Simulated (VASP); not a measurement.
Set up this calculation in VASP 6.6.1, as the native input.

| Quantity | Value |
| --- | --- |
| Task | single point |
| Functional | LDA |
| Potentials or basis | VASP PAW LDA potentials, release 64 (Ni) |
| Cutoff | 520 eV |
| k mesh | 15 × 15 × 15 |
| Occupations | fermi-dirac, width 0.1 eV |
| Spin | collinear spin, ferromagnetic start |
| Starting moments | [2.0] μB |
| Dipole correction | no |
| Further INCAR settings | ALGO = Normal; EDIFF = 1e-06; NBANDS = 15 |

The structure of Ni lies in POSCAR:

```
Ni
1.0
   -1.3837150000      1.3837150000      1.3837150000
    1.3837150000     -1.3837150000      1.3837150000
    1.3837150000      1.3837150000     -1.3837150000
Ni
1
Direct
    0.0000000000      0.0000000000      0.0000000000
```

One way to write it, as run:

INCAR

```
ALGO     = Normal         # electronic algorithm
EDIFF    = 1E-6           # SCF threshold, eV
ENCUT    = 520            # plane-wave cutoff, eV
GGA      = CA             # functional
ISIF     = 2              # what is computed and relaxed
ISMEAR   = -1             # smearing method
ISPIN    = 2              # spin polarisation
LASPH    = T              # aspherical terms in the spheres
LCHARG   = T              # write CHGCAR
LELF     = T              # ELF
LMAXMIX  = 4              # l up to which the mixer works
LORBIT   = 11             # projections on sites
LREAL    = F              # projectors in reciprocal space
LVHAR    = T            
LWAVE    = F              # write WAVECAR
MAGMOM   = 2              # initial moments
NBANDS   = 15             # bands
NELM     = 150            # most SCF steps
PREC     = Accurate       # precision mode
SIGMA    = 0.1            # smearing width, eV
```

KPOINTS

```
k-points
0
Gamma
  15 15 15
```

Potentials or basis: VASP PAW LDA potentials, release 64 (Ni).

Run with:

```sh
$ cat potpaw_LDA.64/Ni/POTCAR > POTCAR
$ mpirun -np 1 vasp_std > vasp.out
```

It gave:

| Property | Result |
| --- | --- |
| Pressure | -11.2 GPa |
| Net moment | 0.17 μB per cell |
| Site moments | Ni +0.16 μB |
| Valence electrons inside the program's atomic spheres | Ni 9.37 |

Wall time 20 s on 1 thread of Intel(R) Xeon(R) 6975P-C (Granite Rapids), with other jobs on the host, peak memory 0.14 GiB.
